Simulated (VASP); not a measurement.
# NaCl (Fm-3m) in VASP: further runs

NaCl is run at these levels: LDA, PBEsol, r2SCAN; tasks: electric field gradients.

All numbers are computed with VASP 6.6.1; they aren't measurements. Logs are shortened: lines on timing, memory, paths and dates and some standing lists are left out, and cuts for length are marked.

### 1 The cell of the first run

It takes space group Fm-3m (No. 225, cubic). The conventional cell has a = 5.663 Å, b = 5.663 Å, c = 5.663 Å, α = 90.00°, β = 90.00°, γ = 90.00°. Within 3.7 Å of Na (site symmetry m-3m) lie 6 Cl at 2.83 Å. Cl (site symmetry m-3m) has 6 Na at 2.83 Å within 3.7 Å.

### 2 Electric field gradients, LDA

File INCAR:

```
PREC = Accurate
ENCUT = 400
EDIFF = 1E-8
ISMEAR = -1
SIGMA = 0.03
LREAL = False
LASPH = True
NELM = 120
ALGO = Normal
ISIF = 2
LWAVE = False
LCHARG = False
GGA = CA
LEFG = True
NBANDS = 14
GGA_COMPAT = False
```

File KPOINTS:

```
Automatic mesh
0
Gamma
  8 8 8
```

File POSCAR:

```
NaCl
1.0
    0.0000000000      2.8317500000      2.8317500000
    2.8317500000      0.0000000000      2.8317500000
    2.8317500000      2.8317500000      0.0000000000
Na Cl
1 1
Direct
    0.0000000000      0.0000000000      0.0000000000
    0.5000000000      0.5000000000      0.5000000000
```

Potentials or basis: VASP PAW LDA potentials, release 64 (Na_pv, Cl).

On the command line:

```
$ cat potpaw_LDA.64/Na_pv/POTCAR potpaw_LDA.64/Cl/POTCAR > POTCAR
$ mpirun -np 1 vasp_std > vasp.out
```

OUTCAR:

```text
PREC = Accurate
   ENCUT = 400
   EDIFF = 1E-8
   ISMEAR = -1
   LREAL = False
   LASPH = True
   NELM = 120
   ISIF = 2
   GGA = CA

 ion  position               nearest neighbor table
   1  0.000  0.000  0.000-
   2  0.500  0.500  0.500-

  LATTYP: Found a face centered cubic cell.
 ALAT       =     5.6635000000

  Lattice vectors:

 A1 = (   0.0000000000,   2.8317500000,   2.8317500000)
 A2 = (   2.8317500000,   0.0000000000,   2.8317500000)
 A3 = (   2.8317500000,   2.8317500000,   0.0000000000)

Analysis of symmetry for initial positions (statically):
=====================================================================
 Subroutine PRICEL returns:
 Original cell was already a primitive cell.

 Routine SETGRP: Setting up the symmetry group for a
 face centered cubic supercell.

 Subroutine GETGRP returns: Found 48 space group operations
 (whereof 48 operations were pure point group operations)
 out of a pool of 48 trial point group operations.

The static configuration has the point symmetry O_h .

Analysis of symmetry for dynamics (positions and initial velocities):
=====================================================================
 Subroutine PRICEL returns:
 Original cell was already a primitive cell.

 Routine SETGRP: Setting up the symmetry group for a
 face centered cubic supercell.

 Subroutine GETGRP returns: Found 48 space group operations
 (whereof 48 operations were pure point group operations)
 out of a pool of 48 trial point group operations.

The dynamic configuration has the point symmetry O_h .

 Subroutine INISYM returns: Found 48 space group operations
 (whereof 48 operations are pure point group operations),
 and found     1 'primitive' translations

----------------------------------------------------------------------------------------

                                     Primitive cell

  volume of cell :      45.4145

  direct lattice vectors                    reciprocal lattice vectors
     0.000000000  2.831750000  2.831750000    -0.176569259  0.176569259  0.176569259
     2.831750000  0.000000000  2.831750000     0.176569259 -0.176569259  0.176569259
     2.831750000  2.831750000  0.000000000     0.176569259  0.176569259 -0.176569259

  length of vectors
     4.004699255  4.004699255  4.004699255     0.305826928  0.305826928  0.305826928

  position of ions in fractional coordinates (direct lattice)
     0.000000000  0.000000000  0.000000000
     0.500000000  0.500000000  0.500000000

  ion indices of the primitive-cell ions
   primitive index   ion index
                 1           1
                 2           2

----------------------------------------------------------------------------------------

 KPOINTS: Automatic mesh

Automatic generation of k-mesh.
 Grid dimensions read from file:
 generate k-points for:    8    8    8

 Generating k-lattice:

  Cartesian coordinates                     Fractional coordinates (reciprocal lattice)
    -0.022071157  0.022071157  0.022071157     0.125000000  0.000000000  0.000000000
     0.022071157 -0.022071157  0.022071157     0.000000000  0.125000000  0.000000000
     0.022071157  0.022071157 -0.022071157     0.000000000  0.000000000  0.125000000

  Length of vectors
     0.038228366  0.038228366  0.038228366

  Shift w.r.t. Gamma in fractional coordinates (k-lattice)
     0.000000000  0.000000000  0.000000000

 Subroutine IBZKPT returns following result:
 ===========================================

 Found     29 irreducible k-points:

 Following reciprocal coordinates:
            Coordinates               Weight
  0.000000  0.000000  0.000000      1.000000
  0.125000  0.000000  0.000000      8.000000
  0.250000  0.000000  0.000000      8.000000
  0.375000  0.000000  0.000000      8.000000
  0.500000  0.000000  0.000000      4.000000
  0.125000  0.125000  0.000000      6.000000
[... 16 lines left out ...]
  0.500000  0.250000  0.125000     48.000000
 -0.375000  0.250000  0.125000     24.000000
 [... further k-points ...]
   k-points           NKPTS =     29   k-points in BZ     NKDIM =     29   number of bands    NBANDS=     14
   number of dos      NEDOS =    301   number of ions     NIONS =      2
   total plane-waves  NPLWV =  21952
   dimension x,y,z NGX =    28 NGY =   28 NGZ =   28
   dimension x,y,z NGXF=    56 NGYF=   56 NGZF=   56
   ions per type =               1   1
   NGX,Y,Z   is equivalent  to a cutoff of  11.62, 11.62, 11.62 a.u.
   NGXF,Y,Z  is equivalent  to a cutoff of  23.25, 23.25, 23.25 a.u.
 SYSTEM =  unknown system
   PREC   = accura    normal or accurate (medium, high low for compatibility)
   ISTART =      0    job   : 0-new  1-cont  2-samecut
   ICHARG =      2    charge: 1-file 2-atom 10-const
   ISPIN  =      1    spin polarized calculation?
   LNONCOLLINEAR =      F non collinear calculations
   LSORBIT =      F    spin-orbit coupling
   LASPH  =      T    aspherical Exc in radial PAW
   ENCUT  =  400.0 eV  29.40 Ry    5.42 a.u.   6.53  6.53  6.53*2*pi/ulx,y,z
   NELM   =    120;   NELMIN=  2; NELMDL= -5     # of ELM steps
   EDIFF  = 0.1E-07   stopping-criterion for ELM
   LREAL  =      F    real-space projection
   EDIFFG = 0.1E-06   stopping-criterion for IOM
   NSW    =      0    number of steps for IOM
   IBRION =     -1    ionic relax: 0-MD 1-quasi-New 2-CG
   NFREE  =      0    steps in history (QN), initial steepest desc. (CG)
   ISIF   =      2    stress and relaxation
   ISYM   =      2    0-nonsym 1-usesym 2-fastsym
   POTIM  = 0.5000    time-step for ionic-motion
   TEBEG  =    0.0;   TEEND  =   0.0 temperature during run
   PSTRESS=    0.0 pullay stress
   NELECT =      14.0000    total number of electrons
   NUPDOWN=      -1.0000    fix difference up-down
   EMIN   =  10.00;   EMAX   =-10.00  energy-range for DOS
   EFERMI =   0.00;   METHOD = LEGACY
   ISMEAR =    -1;   SIGMA  =   0.03  broadening in eV -4-tet -1-fermi 0-gaus
   EFERMI_NEDOS =   21; number of points for ismear=-14 and -15
   IALGO  =     38    algorithm
   IMIX   =      4    mixing-type and parameters
     AMIX     =   0.40;   BMIX     =  1.00
     AMIX_MAG =   1.60;   BMIX_MAG =  1.00
  volume/ion in A,a.u.               =      22.71       153.24
  Fermi-wavevector in a.u.,A,eV,Ry     =   1.105909  2.089864 16.640388  1.223034
  Thomas-Fermi vector in A             =   2.242402
   LORBIT       =      0    0 simple, 1 ext, 2 COOP (PROOUT), +10 PAW based schemes
   GGA     = CA    functional components
   LHFCALC =     F    Hartree Fock is set to
   AEXX    =    0.0000 exact exchange contribution
   IVDW    =     0    specifies the selected vdW correction
   LEPSILON=     F    determine dielectric tensor
   LRPA    =     F    only Hartree local field effects (RPA)
 non-spin polarized calculation
  energy-cutoff  :      400.00
  volume of cell :       45.41
 maximum number of plane-waves:       869
 NGX is ok and might be reduce to    28
   NGX = 13   NGY = 13   NGZ = 13

 number of electron      13.9999990 magnetization

 Free energy of the ion-electron system (eV)
  ---------------------------------------------------
  ext. energy  EPLUGINS =         0.00000000
  ---------------------------------------------------
  free energy    TOTEN  =        -7.34672125 eV

  energy without entropy =       -7.34672125  energy(sigma->0) =       -7.34672125

 E-fermi :  -0.3693     XC(G=0):  -8.6671

 val. band max:       -1.0218164864   @ k =   0.0000   0.0000   0.0000
 cond. band min:       3.6294775694   @ k =   0.0000   0.0000   0.0000
 fundamental gap:      4.6512940557
 Fermi energy:        -0.3692506659

 k-point     1 :       0.0000    0.0000    0.0000
  band No.  band energies     occupation
      1     -21.8195      2.00000
      2     -21.8195      2.00000
      3     -21.8195      2.00000
      4     -13.5781      2.00000
      5      -1.0218      2.00000
      6      -1.0218      2.00000
      7      -1.0218      2.00000
      8       3.6295      0.00000
      9       9.8099      0.00000
     10       9.8099      0.00000
     11       9.8099      0.00000
     12      12.0238      0.00000
     13      12.0238      0.00000
     14      13.3746      0.00000
[... 375 lines left out ...]
 k-point    24 :      -0.3750    0.2500    0.1250
  band No.  band energies     occupation
      1     -21.8426      2.00000
      2     -21.8274      2.00000
      3     -21.8236      2.00000
      4     -13.2027      2.00000
      5      -2.7244      2.00000
      6      -1.8072      2.00000
      7      -1.4424      2.00000
      8       6.9142      0.00000
      9       8.1314      0.00000
     10       8.8519      0.00000
     11      10.3525      0.00000
     12      12.9511      0.00000
     13      14.1923      0.00000
     14      15.4276      0.00000

 [... further k-points ...]

------------------------ aborting loop because EDIFF is reached ----------------------------------------

  FORCE on cell =-STRESS in cart. coord.  units (eV):
  Direction    XX          YY          ZZ          XY          YZ          ZX
  --------------------------------------------------------------------------------------
  -------------------------------------------------------------------------------------
  Total       -0.8074479     -0.8074479     -0.8074479     -0.0000000     -0.0000000      0.0000000
  in kB      -28.4859286    -28.4859286    -28.4859286     -0.0000000     -0.0000000      0.0000000
  external PRESSURE =     -28.4859286 kB  Pullay stress =       0.0000000 kB

 VOLUME and BASIS-vectors are now :
 -----------------------------------------------------------------------------
  energy-cutoff  :      400.00
  volume of cell :       45.41
      direct lattice vectors                 reciprocal lattice vectors
     0.000000000  2.831750000  2.831750000    -0.176569259  0.176569259  0.176569259
     2.831750000  0.000000000  2.831750000     0.176569259 -0.176569259  0.176569259
     2.831750000  2.831750000  0.000000000     0.176569259  0.176569259 -0.176569259

 POSITION                                       TOTAL-FORCE (eV/Angst)
 -----------------------------------------------------------------------------------
      0.00000      0.00000      0.00000        -0.000000     -0.000000      0.000000
      2.83175      2.83175      2.83175         0.000000      0.000000     -0.000000
 -----------------------------------------------------------------------------------
    total drift:                                0.000000      0.000000      0.000000

  FREE ENERGIE OF THE ION-ELECTRON SYSTEM (eV)
  ---------------------------------------------------
  free  energy   TOTEN  =        -7.3467212477 eV

  energy  without entropy=       -7.3467212477  energy(sigma->0) =       -7.34672125

 Electric field gradients (V/A^2)
---------------------------------------------------------------------
 ion       V_xx      V_yy      V_zz      V_xy      V_xz      V_yz
---------------------------------------------------------------------
   1      -0.000    -0.000    -0.000    -0.002    -0.002    -0.002
   2      -0.000    -0.000    -0.000    -0.001    -0.001    -0.001
---------------------------------------------------------------------

 Electric field gradients after diagonalization (V/A^2)
 (convention: |V_zz| > |V_xx| > |V_yy|)
----------------------------------------------------------------------
 ion       V_xx      V_yy      V_zz     asymmetry (V_yy - V_xx)/ V_zz
----------------------------------------------------------------------
   1       0.002     0.002    -0.005       0.000
   2       0.001     0.001    -0.002       0.000
----------------------------------------------------------------------

           NMR quadrupolar parameters

 Cq : quadrupolar parameter    Cq=e*Q*V_zz/h
 eta: asymmetry parameters     (V_yy - V_xx)/ V_zz
 Q  : nuclear electric quadrupole moment in mb (millibarn)
----------------------------------------------------------------------
 ion       Cq(MHz)       eta       Q (mb)
----------------------------------------------------------------------
   1      -0.000       0.000       1.000
   2      -0.000       0.000       1.000
----------------------------------------------------------------------
```

It took 12 s on 1 thread of Intel Xeon Platinum 8259CL at 2.50GHz (Skylake/Cascade Lake), shared host; peak memory 0.13 GiB.

Results:

```yaml
Free_energy: -7.3467 eV
Pressure: -2.8 GPa
Band_gap_on_the_k_mesh: 4.65 eV
Largest_electric_field_gradient_by_atom: zero within the noise of the run
```

Levels at points of the mesh, in eV from the valence-band top:
```csv
k point,band 3,band 4,band 5,band 6,band 7,band 8,band 9,band 10,band 11,band 12
"(0.00, 0.00, 0.00)",-20.80,-12.56,0.00,0.00,0.00,4.65,10.83,10.83,10.83,13.05
"(0.50, 0.00, 0.00)",-20.80,-12.21,-1.98,-0.27,-0.27,6.87,10.16,10.64,10.64,14.46
"(0.50, 0.50, 0.00)",-20.81,-12.16,-1.71,-0.61,-0.61,7.13,7.74,10.84,14.22,14.22
```

(Continued in part 2 of 2.)
